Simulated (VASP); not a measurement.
# TlBr (Pm-3m) in VASP: a series of runs, part 4 of 4

VASP 6.6.1.

## (5) Vibrations by perturbation theory, LDA (28.87 Å³/atom)

This run uses another cell than the first one, of 28.87 Å³/atom.

Contents of INCAR:

```
SYSTEM = TlBr
PREC     = Accurate       ! precision mode
ENCUT    = 500            ! plane-wave cutoff, eV
EDIFF    = 1E-8           ! SCF threshold, eV
ISMEAR   = 0              ! smearing method
SIGMA    = 0.01           ! smearing width, eV
LREAL    = .False.        ! projectors in reciprocal space
LASPH    = .True.         ! aspherical terms in the spheres
NELM     = 120            ! most SCF steps
ALGO     = Normal         ! electronic algorithm
ISIF     = 2              ! what is computed and relaxed
LWAVE    = .False.        ! write WAVECAR
LCHARG   = .False.        ! write CHGCAR
GGA      = CA             ! functional
IBRION   = 8              ! ionic algorithm
NSW      = 1              ! ionic steps
LEPSILON = .True.         ! dielectric tensor by DFPT
GGA_COMPAT= .False.
```

Contents of KPOINTS:

```
Automatic mesh
0
Gamma
  8 8 8
  0 0 0
```

Contents of POSCAR:

```
TlBr
1.0
    3.8651318853      0.0000000000      0.0000000000
    0.0000000000      3.8651318853      0.0000000000
    0.0000000000      0.0000000000      3.8651318853
Tl Br
1 1
Direct
    0.0000000000      0.0000000000      0.0000000000
    0.5000000000      0.5000000000      0.5000000000
```

Potentials or basis: VASP PAW LDA potentials, release 64 (Tl_d, Br).

The run is started by

```bash
$ cat potpaw_LDA.64/Tl_d/POTCAR potpaw_LDA.64/Br/POTCAR > POTCAR
$ mpirun -np 1 vasp_std > vasp.out
```

OUTCAR:

```text
SYSTEM = TlBr
   PREC = Accurate
   ENCUT = 500
   EDIFF = 1E-8
   ISMEAR = 0
   LREAL = .False.
   LASPH = .True.
   NELM = 120
   ISIF = 2
   GGA = CA
   IBRION = 8
   NSW = 1
   LEPSILON = .True.

 ion  position               nearest neighbor table
   1  0.000  0.000  0.000-   2 3.35   2 3.35   2 3.35   2 3.35   2 3.35   2 3.35   2 3.35   2 3.35

   2  0.500  0.500  0.500-   1 3.35   1 3.35   1 3.35   1 3.35   1 3.35   1 3.35   1 3.35   1 3.35

  LATTYP: Found a simple cubic cell.
 ALAT       =     3.8651318853

  Lattice vectors:

 A1 = (   3.8651318853,   0.0000000000,   0.0000000000)
 A2 = (   0.0000000000,   3.8651318853,   0.0000000000)
 A3 = (   0.0000000000,   0.0000000000,   3.8651318853)

Analysis of symmetry for initial positions (statically):
=====================================================================
 Subroutine PRICEL returns:
 Original cell was already a primitive cell.

 Routine SETGRP: Setting up the symmetry group for a
 simple cubic supercell.

 Subroutine GETGRP returns: Found 48 space group operations
 (whereof 48 operations were pure point group operations)
 out of a pool of 48 trial point group operations.

The static configuration has the point symmetry O_h .

Analysis of symmetry for dynamics (positions and initial velocities):
=====================================================================
 Subroutine PRICEL returns:
 Original cell was already a primitive cell.

 Routine SETGRP: Setting up the symmetry group for a
 simple cubic supercell.

 Subroutine GETGRP returns: Found 48 space group operations
 (whereof 48 operations were pure point group operations)
 out of a pool of 48 trial point group operations.

The dynamic configuration has the point symmetry O_h .

 Subroutine INISYM returns: Found 48 space group operations
 (whereof 48 operations are pure point group operations),
 and found     1 'primitive' translations

----------------------------------------------------------------------------------------

                                     Primitive cell

  volume of cell :      57.7422

  direct lattice vectors                    reciprocal lattice vectors
     3.865131885  0.000000000  0.000000000     0.258723384  0.000000000  0.000000000
     0.000000000  3.865131885  0.000000000     0.000000000  0.258723384  0.000000000
     0.000000000  0.000000000  3.865131885     0.000000000  0.000000000  0.258723384

  length of vectors
     3.865131885  3.865131885  3.865131885     0.258723384  0.258723384  0.258723384

  position of ions in fractional coordinates (direct lattice)
     0.000000000  0.000000000  0.000000000
     0.500000000  0.500000000  0.500000000

[... 597 lines left out ...]
    -0.00102  0.00000 -0.00000
     0.00000 -0.00102  0.00000
    -0.00000  0.00000  0.00215

--------------------------------------- Ionic step        4  -------------------------------------------

------------------------ aborting loop because EDIFF is reached ----------------------------------------

[... ionic steps 5 to 6 ...]

--------------------------------------- Ionic step        7  -------------------------------------------

 Free energy of the ion-electron system (eV)
  ---------------------------------------------------
  ---------------------------------------------------
  free energy    TOTEN  =        -0.14020387 eV

  energy without entropy =       -0.14020387

------------------------ aborting loop because EDIFF is reached ----------------------------------------

 INTERNAL STRAIN TENSOR  FOR ION    2  DIRECTION 1   (eV/Angst):
 -----------------------------------------------------------------------------
    -0.01288  0.00000 -0.00000
     0.00000  0.01350  0.00000
     0.00000  0.00000  0.01350

 MACROSCOPIC STATIC DIELECTRIC TENSOR (including local field effects in DFT)
 ------------------------------------------------------
           7.191552    -0.000000     0.000000
           0.000000     7.191552    -0.000000
           0.000000     0.000000     7.191552
 ------------------------------------------------------

 PIEZOELECTRIC TENSOR (including local field effects)  for field in x, y, z        (e  Angst)
          XX          YY          ZZ          XY          YZ          ZX
  --------------------------------------------------------------------------------
  x     0.00000     0.00000     0.00000     0.00000     0.00000     0.00000
  y     0.00000     0.00000     0.00000     0.00000     0.00000     0.00000
  z     0.00000     0.00000     0.00000     0.00000     0.00000     0.00000

 PIEZOELECTRIC TENSOR (including local field effects)  for field in x, y, z        (C/m^2)
          XX          YY          ZZ          XY          YZ          ZX
  --------------------------------------------------------------------------------
  x     0.00000     0.00000     0.00000     0.00000     0.00000     0.00000
  y     0.00000     0.00000     0.00000     0.00000     0.00000     0.00000
  z     0.00000     0.00000     0.00000     0.00000     0.00000     0.00000

 BORN EFFECTIVE CHARGES (including local field effects) (in |e|, cummulative output)
 ---------------------------------------------------------------------------------
 ion    1
    1     2.21817     0.00000    -0.00000
    2     0.00000     2.21817     0.00000
    3     0.00000    -0.00000     2.21817
 ion    2
    1    -2.21817    -0.00000     0.00000
    2    -0.00000    -2.21817    -0.00000
    3    -0.00000     0.00000    -2.21817

 INTERNAL STRAIN TENSOR FOR ION    2 for displacements in x,y,z  (eV/Angst):
          X           Y           Z          XY          YZ          ZX
  --------------------------------------------------------------------------------
  x     0.00000     0.00000     0.00000     0.00000     0.00000     0.00000
  y     0.00000     0.00000     0.00000     0.00000     0.00000     0.00000
  z     0.00000     0.00000     0.00000     0.00000     0.00000     0.00000

 SECOND DERIVATIVES (NOT SYMMETRIZED)
 ------------------------------------
               1X          1Y          1Z          2X          2Y          2Z
  1X    -0.372693    0.000000    0.000000    0.372693   -0.000000    0.000000
  1Y     0.000000   -0.372693    0.000000   -0.000000    0.372693    0.000000
  1Z     0.000000    0.000000   -0.372693    0.000000    0.000000    0.372693
  2X     0.379693    0.000000    0.000000   -0.379693   -0.000000   -0.000000
  2Y     0.000000    0.379693    0.000000   -0.000000   -0.379693   -0.000000
  2Z     0.000000    0.000000    0.379693   -0.000000   -0.000000   -0.379693

 Eigenvectors and eigenvalues of the dynamical matrix
 ----------------------------------------------------

   1 f  =    1.267697 THz     7.965174 2PiTHz   42.285814 cm-1     5.242770 meV
             X         Y         Z           dx          dy          dz
      0.000000  0.000000  0.000000    -0.523490   -0.057379    0.000000
      1.932566  1.932566  1.932566     0.845037    0.092624    0.000000
[... 21 lines left out ...]
   6 f/i=    0.005280 THz     0.033177 2PiTHz    0.176133 cm-1     0.021838 meV
             X         Y         Z           dx          dy          dz
      0.000000  0.000000  0.000000     0.677892    0.512960    0.000000
      1.932566  1.932566  1.932566     0.419946    0.317772    0.000000

--------------------------------------------------------------------------------------------------------

 MACROSCOPIC STATIC DIELECTRIC TENSOR IONIC CONTRIBUTION
 ------------------------------------------------------
          40.985754     0.000000     0.000000
           0.000000    40.985754    -0.000000
           0.000000    -0.000000    40.985754
 ------------------------------------------------------

 ELASTIC MODULI CONTR FROM IONIC RELAXATION (kBar)
 Direction    XX          YY          ZZ          XY          YZ          ZX
 --------------------------------------------------------------------------------
 XX           0.0000      0.0000      0.0000      0.0000      0.0000      0.0000
 YY           0.0000      0.0000      0.0000      0.0000      0.0000      0.0000
 ZZ           0.0000      0.0000      0.0000      0.0000      0.0000      0.0000
 XY           0.0000      0.0000      0.0000      0.0000      0.0000      0.0000
 YZ           0.0000      0.0000      0.0000      0.0000      0.0000      0.0000
 ZX           0.0000      0.0000      0.0000      0.0000      0.0000      0.0000
 --------------------------------------------------------------------------------

 PIEZOELECTRIC TENSOR IONIC CONTR  for field in x, y, z        (C/m^2)
          XX          YY          ZZ          XY          YZ          ZX
  --------------------------------------------------------------------------------
  x     0.00000     0.00000     0.00000     0.00000     0.00000     0.00000
  y     0.00000     0.00000     0.00000     0.00000     0.00000     0.00000
  z     0.00000     0.00000     0.00000     0.00000     0.00000     0.00000
```

Run time: 2.4 min. Hardware: 1 thread of Intel Xeon 6975P-C (Granite Rapids), shared host; peak memory 0.28 GiB.

Results:

* Electronic dielectric tensor (diagonal): 7.19
* Born charges (mean of the diagonal): Tl +2.22; Br -2.22 e
* Highest phonon frequency at Γ, LO-TO splitting left out: 42 cm⁻¹

Phonon frequencies in cm⁻¹ (negative: imaginary):
```tsv
q point	frequencies
(0.000, 0.000, 0.000)	0 0 0 42 42 42
```

Electronic dielectric tensor:
```
7.19 0.00 0.00
0.00 7.19 0.00
0.00 0.00 7.19
```

Born effective charge tensors (e):
atom 1, Tl
```
2.22 0.00 0.00
0.00 2.22 0.00
0.00 0.00 2.22
```
atom 2, Br
```
-2.22  0.00  0.00
 0.00 -2.22  0.00
 0.00  0.00 -2.22
```

Caveat: spin-orbit coupling is left out, which moves the levels of the heavy elements.

## (6) Vibrations by perturbation theory, LDA

This run uses another cell than the first one, of 19.04 Å³/atom.

Contents of INCAR:

```
ALGO = Normal ; EDIFF = 1E-8
ENCUT = 500 ; GGA = CA
GGA_COMPAT = False ; IBRION = 8
ISIF = 2 ; ISMEAR = -1
LASPH = True ; LCHARG = True
LREAL = False ; LWAVE = False
NBANDS = 17 ; NELM = 120
NSW = 1 ; PREC = Accurate
SIGMA = 0.15
```

Contents of KPOINTS:

```
k-points
0
Gamma
  12 12 12
```

Contents of POSCAR:

```
TlBr
1.0
    3.3645851488      0.0000000000      0.0000000000
    0.0000000000      3.3645851488      0.0000000000
    0.0000000000      0.0000000000      3.3645851488
Tl Br
1 1
Direct
    0.0000000000      0.0000000000      0.0000000000
    0.5000000000      0.5000000000      0.5000000000
```

Potentials or basis: VASP PAW LDA potentials, release 64 (Tl_d, Br).

The run is started by

```bash
$ cat potpaw_LDA.64/Tl_d/POTCAR potpaw_LDA.64/Br/POTCAR > POTCAR
$ mpirun -np 1 vasp_std > vasp.out
```

OUTCAR:

```text
EDIFF = 1E-8
   ENCUT = 500
   GGA = CA
   IBRION = 8
   ISIF = 2
   ISMEAR = -1
   LASPH = True
   LREAL = False
   NELM = 120
   NSW = 1
   PREC = Accurate

 ion  position               nearest neighbor table
   1  0.000  0.000  0.000-   2 2.91   2 2.91   2 2.91   2 2.91   2 2.91   2 2.91   2 2.91   2 2.91

   2  0.500  0.500  0.500-   1 2.91   1 2.91   1 2.91   1 2.91   1 2.91   1 2.91   1 2.91   1 2.91

  LATTYP: Found a simple cubic cell.
 ALAT       =     3.3645851488

  Lattice vectors:

 A1 = (   3.3645851488,   0.0000000000,   0.0000000000)
 A2 = (   0.0000000000,   3.3645851488,   0.0000000000)
 A3 = (   0.0000000000,   0.0000000000,   3.3645851488)

Analysis of symmetry for initial positions (statically):
=====================================================================
 Subroutine PRICEL returns:
 Original cell was already a primitive cell.

 Routine SETGRP: Setting up the symmetry group for a
[... 709 lines left out ...]

 INTERNAL STRAIN TENSOR  FOR ION    2  DIRECTION 1   (eV/Angst):
 -----------------------------------------------------------------------------
    -0.02750  0.00000 -0.00000
     0.00000  0.02253  0.00000
    -0.00000  0.00000  0.02253

 INTERNAL STRAIN TENSOR FOR ION    2 for displacements in x,y,z  (eV/Angst):
          X           Y           Z          XY          YZ          ZX
  --------------------------------------------------------------------------------
  x     0.00000     0.00000     0.00000     0.00000     0.00000     0.00000
  y     0.00000     0.00000     0.00000     0.00000     0.00000     0.00000
  z     0.00000     0.00000     0.00000     0.00000     0.00000     0.00000

 SECOND DERIVATIVES (NOT SYMMETRIZED)
 ------------------------------------
               1X          1Y          1Z          2X          2Y          2Z
  1X    -5.085306   -0.000000   -0.000000    5.085306    0.000000    0.000000
  1Y    -0.000000   -5.085306   -0.000000    0.000000    5.085306    0.000000
  1Z    -0.000000   -0.000000   -5.085306    0.000000    0.000000    5.085306
  2X     5.093226    0.000000   -0.000000   -5.093226    0.000000    0.000000
  2Y    -0.000000    5.093226    0.000000    0.000000   -5.093226   -0.000000
  2Z    -0.000000   -0.000000    5.093226    0.000000    0.000000   -5.093226

 Eigenvectors and eigenvalues of the dynamical matrix
 ----------------------------------------------------

   1 f  =    4.653986 THz    29.241855 2PiTHz  155.240257 cm-1    19.247330 meV
             X         Y         Z           dx          dy          dz
      0.000000  0.000000  0.000000     0.529865   -0.000000    0.000000
      1.682293  1.682293  1.682293    -0.848082    0.000000    0.000000
[... 21 lines left out ...]
   6 f/i=    0.001627 THz     0.010226 2PiTHz    0.054286 cm-1     0.006731 meV
             X         Y         Z           dx          dy          dz
      0.000000  0.000000  0.000000    -0.848082    0.000000    0.000000
      1.682293  1.682293  1.682293    -0.529865   -0.000000    0.000000

--------------------------------------------------------------------------------------------------------

 ELASTIC MODULI CONTR FROM IONIC RELAXATION (kBar)
 Direction    XX          YY          ZZ          XY          YZ          ZX
 --------------------------------------------------------------------------------
 XX           0.0000      0.0000      0.0000      0.0000      0.0000      0.0000
 YY           0.0000      0.0000      0.0000      0.0000      0.0000      0.0000
 ZZ           0.0000      0.0000      0.0000      0.0000      0.0000      0.0000
 XY           0.0000      0.0000      0.0000      0.0000      0.0000      0.0000
 YZ           0.0000      0.0000      0.0000      0.0000      0.0000      0.0000
 ZX           0.0000      0.0000      0.0000      0.0000      0.0000      0.0000
 --------------------------------------------------------------------------------
```

Wall time 2.6 min (1 thread of Intel Xeon 6975P-C (Granite Rapids), shared host); peak memory 0.4 GiB.

What came out:

* Highest phonon frequency at Γ, LO-TO splitting left out: 155 cm⁻¹

Phonon frequencies in cm⁻¹ (negative: imaginary):
| q point | frequencies |
| --- | --- |
| (0.000, 0.000, 0.000) | 0 0 0 155 155 155 |

Caveat: the cell stands under pressure or tension, which shifts response properties; spin-orbit coupling is left out, which moves the levels of the heavy elements.

## (7) Vibrations by perturbation theory, LDA

This run uses another cell than the first one, of 21.55 Å³/atom.

Contents of INCAR:

```
SYSTEM = TlBr
PREC     = Accurate       ! precision mode
ENCUT    = 500            ! plane-wave cutoff, eV
EDIFF    = 1E-8           ! SCF threshold, eV
ISMEAR   = -1             ! smearing method
SIGMA    = 0.15           ! smearing width, eV
LREAL    = .False.        ! projectors in reciprocal space
LASPH    = .True.         ! aspherical terms in the spheres
NELM     = 120            ! most SCF steps
ALGO     = Normal         ! electronic algorithm
ISIF     = 2              ! what is computed and relaxed
LWAVE    = .False.        ! write WAVECAR
LCHARG   = .True.         ! write CHGCAR
IBRION   = 8              ! ionic algorithm
NSW      = 1              ! ionic steps
GGA_COMPAT= .False.
```

Contents of KPOINTS:

```
regular mesh
0
Gamma
  12 12 12
  0 0 0
```

Contents of POSCAR:

```
TlBr
1.0
    3.5062831573      0.0000000000      0.0000000000
    0.0000000000      3.5062831573      0.0000000000
    0.0000000000      0.0000000000      3.5062831573
Tl Br
1 1
Direct
    0.0000000000      0.0000000000      0.0000000000
    0.5000000000      0.5000000000      0.5000000000
```

Potentials or basis: VASP PAW LDA potentials, release 64 (Tl_d, Br).

The run is started by

```bash
$ cat potpaw_LDA.64/Tl_d/POTCAR potpaw_LDA.64/Br/POTCAR > POTCAR
$ mpirun -np 1 vasp_std > vasp.out
```

OUTCAR:

```text
SYSTEM = TlBr
   PREC = Accurate
   ENCUT = 500
   EDIFF = 1E-8
   ISMEAR = -1
   LREAL = .False.
   LASPH = .True.
   NELM = 120
   ISIF = 2
   IBRION = 8
   NSW = 1

 ion  position               nearest neighbor table
   1  0.000  0.000  0.000-   2 3.04   2 3.04   2 3.04   2 3.04   2 3.04   2 3.04   2 3.04   2 3.04

   2  0.500  0.500  0.500-   1 3.04   1 3.04   1 3.04   1 3.04   1 3.04   1 3.04   1 3.04   1 3.04

  LATTYP: Found a simple cubic cell.
 ALAT       =     3.5062831573

[... 665 lines left out ...]
               1X          1Y          1Z          2X          2Y          2Z
  1X    -3.055948    0.000000   -0.000000    3.055948    0.000000    0.000000
  1Y    -0.000000   -3.055948    0.000000    0.000000    3.055948    0.000000
  1Z     0.000000   -0.000000   -3.055948    0.000000    0.000000    3.055948
  2X     3.044731    0.000000   -0.000000   -3.044731    0.000000    0.000000
  2Y    -0.000000    3.044731    0.000000    0.000000   -3.044731    0.000000
  2Z     0.000000   -0.000000    3.044731    0.000000    0.000000   -3.044731

 Eigenvectors and eigenvalues of the dynamical matrix
 ----------------------------------------------------

   1 f  =    3.600998 THz    22.625735 2PiTHz  120.116348 cm-1    14.892522 meV
             X         Y         Z           dx          dy          dz
      0.000000  0.000000  0.000000    -0.530862    0.000000    0.000000
      1.753142  1.753142  1.753142     0.847458   -0.000000    0.000000
[... 21 lines left out ...]
   6 f/i=    0.002979 THz     0.018715 2PiTHz    0.099355 cm-1     0.012318 meV
             X         Y         Z           dx          dy          dz
      0.000000  0.000000  0.000000    -0.000000    0.064883    0.844971
      1.753142  1.753142  1.753142     0.000000    0.040644    0.529304

--------------------------------------------------------------------------------------------------------

 ELASTIC MODULI CONTR FROM IONIC RELAXATION (kBar)
 Direction    XX          YY          ZZ          XY          YZ          ZX
 --------------------------------------------------------------------------------
 XX           0.0000      0.0000      0.0000      0.0000      0.0000      0.0000
 YY           0.0000      0.0000      0.0000      0.0000      0.0000      0.0000
 ZZ           0.0000      0.0000      0.0000      0.0000      0.0000      0.0000
 XY           0.0000      0.0000      0.0000      0.0000      0.0000      0.0000
 YZ           0.0000      0.0000      0.0000      0.0000      0.0000      0.0000
 ZX           0.0000      0.0000      0.0000      0.0000      0.0000      0.0000
 --------------------------------------------------------------------------------
```

Wall time 2.3 min (1 thread of Intel Xeon 6975P-C (Granite Rapids), shared host); peak memory 0.39 GiB.

What came out:

```
Highest phonon frequency at Γ, LO-TO splitting left out : 120 cm⁻¹
```

Phonon frequencies in cm⁻¹ (negative: imaginary):
```tsv
q point	frequencies
(0.000, 0.000, 0.000)	0 0 0 120 120 120
```

Caveat: the cell stands under pressure or tension, which shifts response properties; spin-orbit coupling is left out, which moves the levels of the heavy elements.
